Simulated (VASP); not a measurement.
Set up this calculation in VASP 6.6.1, as the native input.

```
Task                   : single point
Functional             : PBEsol
Dispersion             : D4
Potentials or basis    : VASP PAW PBE potentials, release 64 (Ca_sv, O)
Cutoff                 : 520 eV
k mesh                 : 10 × 10 × 10
Occupations            : fermi-dirac, width 0.05 eV
Spin                   : no spin polarisation
Dipole correction      : no
Further INCAR settings : ALGO = Normal; EDIFF = 1e-07; NBANDS = 15
```

The structure of CaO lies in POSCAR:

```
CaO
1.0
    0.0000000000      2.3874239637      2.3874239637
    2.3874239637      0.0000000000      2.3874239637
    2.3874239637      2.3874239637      0.0000000000
Ca O
1 1
Direct
    0.0000000000      0.0000000000      0.0000000000
    0.5000000000      0.5000000000      0.5000000000
```

These files were run (other wordings do the same):

INCAR

```
SYSTEM = CaO
PREC = Accurate ; ENCUT = 520
EDIFF = 1E-7 ; ISMEAR = -1
SIGMA = 0.05 ; LREAL = .FALSE.
LASPH = .TRUE. ; NELM = 80
ALGO = Normal ; ISIF = 2
LWAVE = .FALSE. ; LCHARG = .FALSE.
GGA = PS ; IVDW = 13
NBANDS = 15
```

KPOINTS

```
regular mesh
0
G
  10 10 10
  0 0 0
```

Potentials or basis: VASP PAW PBE potentials, release 64 (Ca_sv, O).

Run with:

```console
$ cat potpaw_PBE.64/Ca_sv/POTCAR potpaw_PBE.64/O/POTCAR > POTCAR
$ mpirun -np 1 vasp_std > vasp.out
```

It gave:

| Property | Result |
| --- | --- |
| Pressure | -1.2 GPa |
| Band gap on the k mesh | 3.52 eV (least direct gap 3.90 eV) |
| Dispersion energy per atom | -0.097 eV |

Caveat: the PAW data sets were made with another functional, which shifts forces and pressure a little.

Run time: 40 s on 1 thread of Intel Xeon 8259CL, on a shared host, peak memory 0.17 GiB.
